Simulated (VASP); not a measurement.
Ge, 4 atoms in the cell. Symmetry: Cmcm, No. 63, orthorhombic system. Conventional cell: a = 3.996 Å, b = 7.024 Å, c = 6.603 Å, α = 90.00°, β = 90.00°, γ = 90.00°. Ge (site symmetry m) has 4 Ge at 2.46 to 2.48 Å within 3.2 Å.  This cell differs from its parent crystal: strain +0.0150 x Voigt [0, 1, 0, 0, 0, 0].

| Quantity | Value |
| --- | --- |
| Program | VASP 6.6.1 |
| Task | single point |
| Functional | r2SCAN |
| Potentials or basis | VASP PAW PBE potentials, release 64 (Ge_d) |
| Cutoff | 520 eV |
| k mesh | 12 × 12 × 6 |
| Occupations | gaussian, width 0.03 eV |
| Spin | no spin polarisation |
| Dipole correction | no |
| Further INCAR settings | ALGO = Normal; EDIFF = 1e-06; NBANDS = 36 |

Potentials or basis: VASP PAW PBE potentials, release 64 (Ge_d).

The run is started by

```console
$ cat potpaw_PBE.64/Ge_d/POTCAR > POTCAR
$ cp INCAR.step1 INCAR
$ mpirun -np 1 vasp_std > vasp.out
$ cp INCAR.step2 INCAR
$ mpirun -np 1 vasp_std > vasp.out
```

Hardware: 1 thread of Oxide Virtual Turin-like Processor, on a shared host.

Q: How long does it take, and how much memory?

A: Wall time 48 min on 1 thread of Oxide Virtual Turin-like Processor, on a shared host, peak memory 0.46 GiB. Counts: k points 172.
